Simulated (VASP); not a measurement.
Input of a VASP 6.6.1 run:

File INCAR:

```
SYSTEM = CdH6
PREC = Accurate
ENCUT = 520
EDIFF = 1E-6
ISMEAR = 0
SIGMA = 0.02
LREAL = .False.
LASPH = .True.
NELM = 80
ALGO = Normal
ISIF = 2
LWAVE = .False.
LCHARG = .False.
GGA = PE
NBANDS = 18
```

KPOINTS

```
Automatic mesh
0
Gamma
  8 8 8
  0 0 0
```

The input POSCAR:

```
CdH6
1.0
    0.0000000000      3.0176622675      3.0176622675
    3.0176622675      0.0000000000      3.0176622675
    3.0176622675      3.0176622675      0.0000000000
Cd H
1 6
Direct
    0.5000000000      0.5000000000      0.5000000000
    0.5881827082      0.9118172918      0.9118172918
    0.9118172918      0.5881827082      0.5881827082
    0.9118172918      0.9118172918      0.5881827082
    0.5881827082      0.5881827082      0.9118172918
    0.5881827082      0.9118172918      0.5881827082
    0.9118172918      0.5881827082      0.9118172918
```

Potentials or basis: VASP PAW PBE potentials, release 64 (Cd, H).

Launch:

```bash
$ cat potpaw_PBE.64/Cd/POTCAR potpaw_PBE.64/H/POTCAR > POTCAR
$ mpirun -np 1 vasp_std > vasp.out
```

Question: Estimate the largest force.

Answer: 0.007 eV/Å.

Question: Predict the band gap on the k mesh.

Answer: 1.21 eV, indirect (least direct gap 1.43 eV).

Question: Predict the pressure.

Answer: 0.1 GPa.

Forces in eV/Å, atoms in the order of the input:
```
Cd   0.000  0.000  0.000
H    0.007  0.000  0.000
H   -0.007  0.000  0.000
H    0.000  0.000  0.007
H    0.000  0.000 -0.007
H    0.000 -0.007  0.000
H    0.000  0.007  0.000
```

A k mesh can miss the band edges.
